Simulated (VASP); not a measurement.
## Cs3LaF2: single point with PBE

Cs3LaF2:

```
Cs La F
1.0
     8.41697    0.00000    0.00000
    -4.20848    7.28931    0.00000
     0.00000    0.00000    3.72720
Cs La F
3 1 2
Direct
  0.50000 0.00000 0.00000
  0.00000 0.50000 0.00000
  0.50000 0.50000 0.00000
  0.00000 0.00000 0.50000
  0.33333 0.66667 0.50000
  0.66667 0.33333 0.50000
```

The cell was generated, and may not be a known phase.

```
Program                : VASP 6.6.1
Task                   : single point
Functional             : PBE
Potentials or basis    : VASP PAW PBE potentials, release 64 (Cs_sv, La, F)
Cutoff                 : 520 eV
k mesh                 : 3 × 3 × 6
Occupations            : gaussian, width 0.1 eV
Spin                   : no spin polarisation
Dipole correction      : no
Further INCAR settings : ALGO = Normal; EDIFF = 1e-06; NBANDS = 35
```

```yaml
Pressure: 0.2 GPa
Band_gap_on_the_k_mesh: zero (bands 26 and 27 overlap by 0.29 eV)
```

Stress tensor (GPa, compression positive):
```
0.27 0.00 0.00
0.00 0.27 0.00
0.00 0.00 0.08
```

Levels at points of the mesh, in eV from the Fermi level:
```
           k point  band 22  band 23  band 24  band 25  band 26  band 27  band 28  band 29  band 30  band 31
(0.00, 0.00, 0.00)    -4.01    -4.01    -4.00    -2.07    -0.23    -0.12    -0.12     0.66     0.67     0.71
(0.00, 0.00, 0.50)    -4.08    -4.08    -3.90    -0.18    -0.18     0.62     0.66     0.68     0.71     0.71
```

Run time: 2.4 min on 1 thread of Oxide Virtual Turin-like Processor, on a shared host, peak memory 0.36 GiB.

Caveat: spin-orbit coupling is left out, which moves the levels of the heavy elements.
